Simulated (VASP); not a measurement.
Here is a VASP 6.6.1 calculation.

File INCAR:

```
PREC = Accurate ; ENCUT = 520
EDIFF = 1E-7 ; ISMEAR = 0
SIGMA = 0.05 ; LREAL = False
LASPH = True ; NELM = 150
ALGO = Normal ; ISIF = 2
LWAVE = False ; LCHARG = False
ISPIN = 2 ; MAGMOM = 3 0
LORBIT = 11 ; LMAXMIX = 4
LDAU = True ; LDAUTYPE = 2
LDAUL = 2 -1 ; LDAUU = 3.3 0
LDAUJ = 0 0 ; LDAUPRINT = 1
GGA = PE ; NBANDS = 18
```

KPOINTS

```
Automatic mesh
0
Gamma
  6 6 6
```

The input POSCAR:

```
CoO
1.0
    0.0000000000      2.1315000000      2.1315000000
    2.1315000000      0.0000000000      2.1315000000
    2.1315000000      2.1315000000      0.0000000000
Co O
1 1
Direct
    0.0000000000      0.0000000000      0.0000000000
    0.5000000000      0.5000000000      0.5000000000
```

Potentials or basis: VASP PAW PBE potentials, release 64 (Co, O).

The run is started by

```console
$ cat potpaw_PBE.64/Co/POTCAR potpaw_PBE.64/O/POTCAR > POTCAR
$ mpirun -np 1 vasp_std > vasp.out
```

What does it give for the site moments?

Co +2.73; O +0.26 μB.

What does it give for the net moment?

3.00 μB per cell.

Predict the pressure.

-2.2 GPa.

Eigenvalues of the final occupation matrices:
| site | spin | trace | eigenvalues |
| --- | --- | --- | --- |
| site 1 d | 1 | 4.93 | 0.97 0.97 0.97 1.01 1.01 |
| site 1 d | 2 | 2.23 | 0.14 0.14 0.65 0.65 0.65 |

Caveat: the k points lie up to 0.43 Å⁻¹ apart; a cell with one magnetic atom can't hold antiferromagnetic order, which such compounds often take. The state reached can hang on the start; a lower one may exist.
